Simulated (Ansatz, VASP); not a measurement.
# Pt: VASP beside Ansatz

Contents of INCAR:

```
PREC = Accurate
ENCUT = 520
EDIFF = 1E-6
ISMEAR = 0
SIGMA = 0.017
LREAL = False
LASPH = True
NELM = 60
ALGO = Fast
ISIF = 2
LWAVE = False
LCHARG = False
GGA = PE
NBANDS = 11
```

The input KPOINTS:

```
regular mesh
0
Gamma
  12 12 12
```

Contents of POSCAR:

```
Pt
1.0
    0.0000000000      1.9609000000      1.9609000000
    1.9609000000      0.0000000000      1.9609000000
    1.9609000000      1.9609000000      0.0000000000
Pt
1
Direct
    0.0000000000      0.0000000000      0.0000000000
```

File input.yaml:

```yaml
crystal:
  lattice:
    - [0.0, 1.9609, 1.9609]
    - [1.9609, 0.0, 1.9609]
    - [1.9609, 1.9609, 0.0]
  atoms:
    - { symbol: Pt, position: [0.0, 0.0, 0.0] }
kpoints:
  mp_grid: { grid: [12, 12, 12] }
scf:
  occupations: { method: gaussian, width: 0.017 }
hamiltonian:
  xc: pbe
  pseudopotentials: { kind: all_electron, lapw: { basis_error: 0.001 } }
output:
  forces: true
  stress: true
  eigenvalues: true
```

Alike in both runs: task single point; functional PBE; k mesh 12 × 12 × 12; occupations gaussian, width 0.017 eV; no spin polarisation.

|  | VASP | Ansatz |
| --- | --- | --- |
| version | VASP 6.6.1 | Ansatz 0.2.0 |
| potentials or method | VASP PAW PBE potentials, release 64 (Pt), cutoff 520 eV | all-electron LAPW, scalar-relativistic |

VASP gave:

```
gap on the k mesh at the Fermi level (eV) : none
pressure (GPa)                            : 9.7
```

Which values does Ansatz return?

gap on the k mesh at the Fermi level (eV): none; pressure (GPa): 10.2.

A gap of «none» marks a metal or a gap that the smearing closes. Ansatz ran all-electron here, and VASP with PAW potentials.

Neither program's run includes spin-orbit coupling.
